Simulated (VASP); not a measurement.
# Mg (P6_3/mmc) in VASP: a series of runs, part 2 of 2

VASP 6.6.1. Earlier steps stand in the parts before.

**5. Relaxation of cell and atoms, revPBE+D3(BJ)**

Input file INCAR:

```
SYSTEM = Mg
ALGO = Normal
EDIFF = 1E-7
EDIFFG = -0.01
ENCUT = 600
GGA = RE
IBRION = 2
ISIF = 3
ISMEAR = -1
IVDW = 12
LASPH = .TRUE.
LCHARG = .FALSE.
LREAL = .FALSE.
LWAVE = .FALSE.
NELM = 60
NSW = 60
PREC = Accurate
SIGMA = 0.05
```

Input file KPOINTS:

```
k-points
0
G
  10 10 3
  0 0 0
```

Input file POSCAR:

```
Mg
1.0
    3.1768261656      0.0000000000      0.0000000000
   -1.5884130828      2.7512121628      0.0000000000
    0.0000000000      0.0000000000     10.3188620100
Mg
4
Direct
    0.6666666667      0.3333333333      0.7500000000
    0.0000000000      0.0000000000      0.5000000000
    0.3333333333      0.6666666667      0.2500000000
    0.0000000000      0.0000000000      0.0000000000
```

Potentials or basis: VASP PAW PBE potentials, release 64 (Mg).

The run is started by

```bash
$ cat potpaw_PBE.64/Mg/POTCAR > POTCAR
$ mpirun -np 1 vasp_std > vasp.out
```

OUTCAR:

```text
SYSTEM = Mg
   EDIFF = 1E-7
   EDIFFG = -0.01
   ENCUT = 600
   GGA = RE
   IBRION = 2
   ISIF = 3
   ISMEAR = -1
   IVDW = 12
   LASPH = .TRUE.
   LREAL = .FALSE.
   NELM = 60
   NSW = 60
   PREC = Accurate
 IVDW          = 12

 ion  position               nearest neighbor table
   1  0.667  0.333  0.750-   2 3.17   4 3.17   2 3.17   4 3.17   2 3.17   4 3.17
   2  0.000  0.000  0.500-   1 3.17   3 3.17   3 3.17   1 3.17   1 3.17   3 3.17
   3  0.333  0.667  0.250-   2 3.17   4 3.17   2 3.17   4 3.17   2 3.17   4 3.17
   4  0.000  0.000  0.000-   1 3.17   3 3.17   3 3.17   1 3.17   1 3.17   3 3.17

  LATTYP: Found a hexagonal cell.
 ALAT       =     3.1768261656
 C/A-ratio  =     3.2481670296

  Lattice vectors:

 A1 = (   3.1768261656,   0.0000000000,   0.0000000000)
 A2 = (  -1.5884130828,   2.7512121628,   0.0000000000)
 A3 = (   0.0000000000,   0.0000000000,  10.3188620100)

Analysis of symmetry for initial positions (statically):
=====================================================================
 Subroutine PRICEL returns:
 Original cell was already a primitive cell.

 Routine SETGRP: Setting up the symmetry group for a
 hexagonal supercell.

 Subroutine GETGRP returns: Found 24 space group operations
 (whereof 12 operations were pure point group operations)
 out of a pool of 24 trial point group operations.

The static configuration has the point symmetry D_3d.
 The point group associated with its full space group is D_6h.

Analysis of symmetry for dynamics (positions and initial velocities):
[... 160 lines left out ...]
  ---------------------------------------------------
  ext. energy  EPLUGINS =         0.00000000
  ---------------------------------------------------
  free energy    TOTEN  =        -5.40344756 eV

  energy without entropy =       -5.38404138  energy(sigma->0) =       -5.39374447

------------------------ aborting loop because EDIFF is reached ----------------------------------------

 Edisp (eV)   -2.20890

 E8    (eV) :    -1.5511
[... 201 lines left out ...]
--------------------------------------- Ionic step        6  -------------------------------------------

 number of electron       8.0000000 magnetization

 Free energy of the ion-electron system (eV)
  ---------------------------------------------------
  ext. energy  EPLUGINS =         0.00000000
  ---------------------------------------------------
  free energy    TOTEN  =        -5.30838245 eV

  energy without entropy =       -5.29007213  energy(sigma->0) =       -5.29922729

 E-fermi :   3.2532     XC(G=0):  -8.6495

 val. band max:        3.2410274397   @ k =   0.4000   0.2000   0.0000
 cond. band min:       3.2534125969   @ k =   0.3000   0.3000   0.0000
 fundamental gap:      0.0123851572
 Fermi energy:         3.2532091558

 k-point     1 :       0.0000    0.0000    0.0000
  band No.  band energies     occupation
      1      -4.1321      2.00000
      2      -2.6981      2.00000
      3      -2.6942      2.00000
      4       1.2250      2.00000
      5       1.7886      2.00000
      6       8.1787      0.00000
      7       8.1869      0.00000
      8      14.7481      0.00000
[... 243 lines left out ...]
 k-point    24 :       0.4000    0.1000    0.3333
  band No.  band energies     occupation
      1       0.3055      2.00000
      2       0.7551      2.00000
      3       2.1985      2.00000
      4       2.3597      2.00000
      5       3.0488      1.96703
      6       3.9425      0.00000
      7       4.6680      0.00000
      8       5.8758      0.00000

 [... further k-points ...]

------------------------ aborting loop because EDIFF is reached ----------------------------------------

 Edisp (eV)   -2.34276

 E8    (eV) :    -1.6442
[... 27 lines left out ...]
  FREE ENERGIE OF THE ION-ELECTRON SYSTEM (eV)
  ---------------------------------------------------
  free  energy   TOTEN  =        -7.6511461971 eV

  energy  without entropy=       -7.6328358688  energy(sigma->0) =       -7.64199103

 reached required accuracy - stopping structural energy minimisation
```

OSZICAR:

```text
N       E                     dE             d eps       ncg     rms          rms(c)
DAV:   1     0.514757520457E+01    0.51476E+01   -0.28925E+03   448   0.808E+02
DAV:   2    -0.529557537919E+01   -0.10443E+02   -0.10121E+02   656   0.547E+01
DAV:   3    -0.541798541640E+01   -0.12241E+00   -0.12133E+00   688   0.682E+00
DAV:   4    -0.541847902165E+01   -0.49361E-03   -0.49147E-03   680   0.358E-01
[... 37 lines left out ...]
       N       E                     dE             d eps       ncg     rms          rms(c)
DAV:   1    -0.530839420430E+01   -0.14892E-02   -0.25403E-03   600   0.297E-01    0.251E-02
DAV:   2    -0.530838745344E+01    0.67509E-05   -0.11122E-05   552   0.248E-02    0.158E-02
DAV:   3    -0.530838245840E+01    0.49950E-05   -0.46338E-06   640   0.132E-02    0.255E-04
DAV:   4    -0.530838245358E+01    0.48240E-08   -0.45977E-08   464   0.162E-03
   6 F= -.76511462E+01 E0= -.76419910E+01  d E =-.505933E-03
```

Run time: 2.4 min. Hardware: 1 thread of Intel Xeon 8259CL, shared host; peak memory 0.27 GiB.

What came out:

```
Free energy                           : -7.6511 eV
Relaxed volume                        : 21.25 Å³/atom
Relaxed cell                          : a = 3.100 Å, b = 3.100 Å, c = 10.213 Å, α = 90.00°, β = 90.00°, γ = 120.00°
Space group after relaxing (to 0.1 Å) : P6_3/mmc (No. 194)
Energy gained by relaxing             : 9.7 meV/atom
Ionic steps                           : 6
Pressure after relaxing               : 0.0 GPa
Band gap on the k mesh                : zero (bands 4 and 5 overlap by 1.91 eV)
Dispersion energy per atom            : -0.586 eV
```

The path:
```csv
step,energy change (eV),largest force (eV/Å),pressure (GPa),volume (Å³)
1,0.0000,0.0000,-2.17,90.19
2,-0.0358,0.0000,-0.58,86.25
3,-0.0383,0.0000,0.00,85.03
4,-0.0383,0.0000,0.05,84.93
5,-0.0386,0.0000,0.04,84.95
6,-0.0388,0.0000,0.03,85.00
```

Final structure:
```
CELL_PARAMETERS angstrom
3.10008 0.00000 0.00000
-1.55004 2.68475 0.00000
0.00000 0.00000 10.21277
ATOMIC_POSITIONS crystal
Mg 0.66667 0.33333 0.75000
Mg 0.00000 0.00000 0.50000
Mg 0.33333 0.66667 0.25000
Mg 0.00000 0.00000 0.00000
```

Caveat: the PAW data sets were made with another functional, which shifts forces and pressure a little.

**6. Relaxation of cell and atoms, revPBE+D4**

Input file INCAR:

```
ALGO     = Normal         # electronic algorithm
EDIFF    = 1E-6           # SCF threshold, eV
EDIFFG   = -0.01          # ionic threshold
ENCUT    = 600            # plane-wave cutoff, eV
GGA      = RE             # functional
IBRION   = 2              # ionic algorithm
ISIF     = 3              # what is computed and relaxed
ISMEAR   = -1             # smearing method
IVDW     = 13             # dispersion correction
LASPH    = True           # aspherical terms in the spheres
LCHARG   = False          # write CHGCAR
LREAL    = False          # projectors in reciprocal space
LWAVE    = False          # write WAVECAR
NELM     = 100            # most SCF steps
NSW      = 60             # ionic steps
PREC     = Accurate       # precision mode
SIGMA    = 0.05           # smearing width, eV
```

Input file KPOINTS:

```
k-points
0
Gamma
  10 10 3
```

POSCAR is that of step 5.

Potentials or basis: VASP PAW PBE potentials, release 64 (Mg).

The run is started by

```bash
$ cat potpaw_PBE.64/Mg/POTCAR > POTCAR
$ mpirun -np 1 vasp_std > vasp.out
```

Wall time 4.1 min (1 thread of Intel Xeon 8259CL, shared host); peak memory 0.26 GiB.

The run converged. Its results:

```yaml
Free_energy: -5.9251 eV
Relaxed_volume: 23.06 Å³/atom
Relaxed_cell: a = 3.184 Å, b = 3.184 Å, c = 10.505 Å, α = 90.00°, β = 90.00°, γ = 120.00°
Space_group_after_relaxing_to_0.1_Å: P6_3/mmc (No. 194)
Energy_gained_by_relaxing: 2.0 meV/atom
Ionic_steps: 16
Pressure_after_relaxing: 0.0 GPa
Band_gap_on_the_k_mesh: zero (bands 4 and 5 overlap by 1.95 eV)
Dispersion_energy_per_atom: -0.126 eV
```

The path:
```
step  energy change (eV)  largest force (eV/Å)  pressure (GPa)  volume (Å³)
   1              0.0000                0.0000            0.83        90.19
   2             -0.0063                0.0000            0.21        91.72
   3             -0.0344                0.0000           97.08        92.61
   4             -0.5710                0.0000           -1.68        94.40
   5             -0.5718                0.0000           -1.65        94.32
   6             -0.5796                0.0000           -1.37        93.46
   7             -0.5823                0.0000            0.77        93.04
   8             -0.5816                0.0000           -1.24        93.21
   9             -0.5822                0.0000           -0.88        93.11
  10             -0.0066                0.0000            0.42        91.21
  11             -0.0076                0.0000            0.19        91.77
  12             -0.0078                0.0000            0.11        91.97
  13             -0.0078                0.0000            0.04        92.16
  14             -0.0078                0.0000            0.04        92.18
  15             -0.0080                0.0000            0.04        92.20
  16             -0.0081                0.0000            0.04        92.22
```

Final structure:
```
Mg
1.0
     3.18390    0.00000    0.00000
    -1.59195    2.75734    0.00000
     0.00000    0.00000   10.50460
Mg
4
Direct
  0.66667 0.33333 0.75000
  0.00000 0.00000 0.50000
  0.33333 0.66667 0.25000
  0.00000 0.00000 0.00000
```

Levels at points of the mesh, in eV from the Fermi level:
```
           k point  band 1  band 2  band 3  band 4  band 5  band 6  band 7  band 8
(0.00, 0.00, 0.00)   -7.03   -5.67   -5.67   -1.90   -1.48    4.66    4.67   11.00
(0.50, 0.00, 0.00)   -2.22   -2.19   -1.19   -1.15   -0.59   -0.55    2.60    2.76
```

Caveat: the PAW data sets were made with another functional, which shifts forces and pressure a little.

**7. Overview**

```tsv
task	level	cell	cutoff (eV)	smearing	gap on the mesh (eV)	pressure (GPa)	relaxed volume (Å³/atom)
single point	PBE	a = 3.177, b = 3.177, c = 10.319 Å, angles 90.0, 90.0, 120.0°, 4 atoms	520	gaussian 0.028 eV	none	0.8	-
single point	BLYP+D4	a = 3.177, b = 3.177, c = 10.510 Å, angles 90.0, 90.0, 120.0°, 4 atoms	520	fermi-dirac 0.05 eV	none	0.0	-
single point	revPBE+D4	a = 3.193, b = 3.193, c = 10.539 Å, angles 90.0, 90.0, 120.0°, 4 atoms	520	fermi-dirac 0.05 eV	none	-0.2	-
relaxation of cell and atoms	revPBE+D3(BJ)	relaxed from a = 3.177, b = 3.177, c = 10.319 Å, angles 90.0, 90.0, 120.0°, 4 atoms	600	fermi-dirac 0.05 eV	none	0.0	21.25
relaxation of cell and atoms	revPBE+D4	relaxed from a = 3.177, b = 3.177, c = 10.319 Å, angles 90.0, 90.0, 120.0°, 4 atoms	600	fermi-dirac 0.05 eV	none	0.0	23.06
```

Alike in all rows: potentials or basis VASP PAW PBE potentials, release 64 (Mg); no spin polarisation; k mesh 10 × 10 × 3.

Caveats: the PAW data sets were made with another functional, which shifts forces and pressure a little (at least some runs).

Absolute energies hang on the potentials; compare differences alone.
